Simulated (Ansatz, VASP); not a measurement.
NaH in VASP and in Ansatz

```
CELL_PARAMETERS angstrom
0.00000 2.39751 2.39751
2.39751 0.00000 2.39751
2.39751 2.39751 0.00000
ATOMIC_POSITIONS crystal
Na 0.00000 0.00000 0.00000
H 0.50000 0.50000 0.50000
```

Alike in both runs: task single point; functional r2SCAN; k mesh 10 × 10 × 10; no spin polarisation.

```csv
,VASP,Ansatz
version,VASP 6.6.1,Ansatz 0.2.0
potentials or method,"VASP PAW PBE potentials, release 64 (Na_pv, H)","plane waves, PAW"
plane-wave cutoff (eV),520,500
occupations,"gaussian, width 0.01 eV",fixed
valence electrons in the cell,8,10
```

|  | VASP | Ansatz | Ansatz less VASP |
| --- | --- | --- | --- |
| gap on the k mesh at the Fermi level (eV) | 4.43 | 4.42 | -0.011 |
| pressure (GPa) | -0.3 | 0.0 | +0.30 |

VASP's potentials were made for PBE, not for r2SCAN. VASP's potentials hold 8 valence electrons a cell and Ansatz's 10, so a difference there can come from the potentials and not from the codes.
